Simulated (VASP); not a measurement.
# Rb2Te6Ir in VASP: settings compared, part 2 of 2

VASP 6.6.1.

### Step 3. Single point, PBE

The input, INCAR:

```
PREC     = Accurate       # precision mode
ENCUT    = 520            # plane-wave cutoff, eV
EDIFF    = 1E-6           # SCF threshold, eV
ISMEAR   = 0              # smearing method
SIGMA    = 0.0186         # smearing width, eV
LREAL    = False          # projectors in reciprocal space
LASPH    = True           # aspherical terms in the spheres
NELM     = 80             # most SCF steps
ALGO     = Normal         # electronic algorithm
ISIF     = 2              # what is computed and relaxed
LWAVE    = False          # write WAVECAR
LCHARG   = True           # write CHGCAR
GGA      = PE             # functional
LELF     = True           # ELF
LVHAR    = True         
NBANDS   = 42             # bands
```

The input, KPOINTS:

```
regular mesh
0
Gamma
  3 3 3
```

The input, POSCAR:

```
Rb2Te6Ir
1.0
    3.6622010000      6.3431180000      0.0000000000
   -3.6622010000      6.3431180000      0.0000000000
    0.0000000000      0.0000000000      5.8797100000
Ir Rb Te
1 2 6
Direct
    0.0000000000      0.0000000000      0.5000000000
    0.6667000000      0.6666000000      0.2033800000
    0.3333000000      0.3334000000      0.7966200000
    0.1565200000      0.1564800000      0.2798000000
    0.6870000000      0.1565200000      0.2798000000
    0.1564800000      0.6870000000      0.2798000000
    0.3130000000      0.8435200000      0.7202000000
    0.8435200000      0.8434800000      0.7202000000
    0.8434800000      0.3130000000      0.7202000000
```

Potentials or basis: VASP PAW PBE potentials, release 64 (Ir, Rb_sv, Te).

The run is started by

```sh
> cat potpaw_PBE.64/Ir/POTCAR potpaw_PBE.64/Rb_sv/POTCAR potpaw_PBE.64/Te/POTCAR > POTCAR
> mpirun -np 1 vasp_std > vasp.out
```

It took 2.1 min on 1 thread of AMD EPYC 9R14 (Zen 4), shared host; peak memory 0.4 GiB.

It converged, with:

| Quantity | Value |
| --- | --- |
| Free energy | -27.0530 eV |
| Pressure | 16.8 GPa |
| Largest force | 5.542 eV/Å |
| Band gap on the k mesh | zero (an odd number of electrons rules out a gap without spin polarisation) |

Forces on the atoms (eV/Å):
```
Ir   0.000  0.000  0.000
Rb  -0.001  0.001  0.070
Rb   0.001 -0.001 -0.070
Te   0.002  4.410 -3.357
Te  -3.820 -2.204 -3.357
Te   3.818 -2.206 -3.357
Te   3.818  2.206  3.357
Te   0.001 -4.410  3.357
Te  -3.820  2.204  3.357
```

Stress tensor (GPa, compression positive):
```
18.48  0.00  0.00
 0.00 18.48  0.00
 0.00  0.00 13.54
```

Levels at points of the mesh, in eV from the Fermi level:
```
           k point  band 29  band 30  band 31  band 32  band 33  band 34  band 35  band 36
(0.00, 0.00, 0.00)    -1.18     0.08     0.08     0.22     0.22     0.53     1.15     3.31
```

Caveat: the cell stands under pressure; spin-orbit coupling is left out, which moves the levels of the heavy elements; forces of over 1 eV/Å act on the atoms, so gaps and moduli don't describe the material at rest.

### Step 4. Single point, LDA

The input, INCAR:

```
PREC = Accurate ; ENCUT = 520
EDIFF = 1E-7 ; ISMEAR = 0
SIGMA = 0.0186 ; LREAL = F
LASPH = T ; NELM = 80
ALGO = Normal ; ISIF = 2
LWAVE = F ; LCHARG = T
LELF = T ; LVHAR = T
NBANDS = 42
```

KPOINTS is that of step 3.

POSCAR is that of step 3.

Potentials or basis: VASP PAW LDA potentials, release 64 (Ir, Rb_sv, Te).

The run is started by

```sh
> cat potpaw_LDA.64/Ir/POTCAR potpaw_LDA.64/Rb_sv/POTCAR potpaw_LDA.64/Te/POTCAR > POTCAR
> mpirun -np 1 vasp_std > vasp.out
```

OUTCAR:

```text
PREC = Accurate
   ENCUT = 520
   EDIFF = 1E-7
   ISMEAR = 0
   LREAL = F
   LASPH = T
   NELM = 80
   ISIF = 2

 ion  position               nearest neighbor table
   1  0.000  0.000  0.500-   4 2.37   8 2.37   7 2.37   6 2.37   5 2.37   9 2.37   2 4.57   3 4.57
                             3 4.57   2 4.57   2 4.57   3 4.57
   2  0.667  0.667  0.203-   9 3.62   8 3.62   7 3.62   5 3.69   4 3.69   6 3.69   6 3.69   4 3.69
                             5 3.69   9 3.78   8 3.78   7 3.78   1 4.57   1 4.57   1 4.57   3 4.86
   3  0.333  0.333  0.797-   6 3.62   4 3.62   5 3.62   8 3.69   7 3.69   9 3.69   9 3.69   7 3.69
[... 663 lines left out ...]
  external PRESSURE =     124.4908696 kB  Pullay stress =       0.0000000 kB

 VOLUME and BASIS-vectors are now :
 -----------------------------------------------------------------------------
  energy-cutoff  :      520.00
  volume of cell :      273.17
      direct lattice vectors                 reciprocal lattice vectors
     3.662201000  6.343118000  0.000000000     0.136529917  0.078825587  0.000000000
    -3.662201000  6.343118000  0.000000000    -0.136529917  0.078825587  0.000000000
     0.000000000  0.000000000  5.879710000     0.000000000  0.000000000  0.170076415

 POSITION                                       TOTAL-FORCE (eV/Angst)
 -----------------------------------------------------------------------------------
      0.00000      0.00000      2.93986        -0.000027     -0.000046     -0.000000
      0.00037      8.45728      1.19582        -0.000728      0.000431      0.056919
     -0.00037      4.22896      4.68389         0.000737     -0.000415     -0.056919
      0.00015      1.98540      1.64514         0.001636      3.989936     -3.074169
      1.94272      5.35055      1.64514        -3.455753     -1.994306     -3.074168
     -1.94287      5.35029      1.64514         3.454608     -1.995893     -3.074002
     -1.94287      7.33594      4.23457         3.454568      1.996384      3.074169
      0.00015     10.70084      4.23457         0.000757     -3.989923      3.074168
      1.94272      7.33569      4.23457        -3.455798      1.993831      3.074002
 -----------------------------------------------------------------------------------
    total drift:                               -0.000038     -0.000067      0.000000

  FREE ENERGIE OF THE ION-ELECTRON SYSTEM (eV)
  ---------------------------------------------------
  free  energy   TOTEN  =       -33.8529638925 eV

  energy  without entropy=      -33.8480939821  energy(sigma->0) =      -33.85052894
```

It took 2.1 min on 1 thread of AMD EPYC 9R14 (Zen 4), shared host; peak memory 0.31 GiB.

Results:

```yaml
Free_energy: -33.8530 eV
Pressure: 12.4 GPa
Largest_force: 5.037 eV/Å
Band_gap_on_the_k_mesh: zero (an odd number of electrons rules out a gap without spin polarisation)
```

Forces in eV/Å, atoms in the order of the input:
```
Ir   0.000  0.000  0.000
Rb  -0.001  0.000  0.057
Rb   0.001  0.000 -0.057
Te   0.002  3.990 -3.074
Te  -3.456 -1.994 -3.074
Te   3.455 -1.996 -3.074
Te   3.455  1.996  3.074
Te   0.001 -3.990  3.074
Te  -3.456  1.994  3.074
```

Caveat: the cell stands under pressure; spin-orbit coupling is left out, which moves the levels of the heavy elements; forces of over 1 eV/Å act on the atoms, so gaps and moduli don't describe the material at rest.
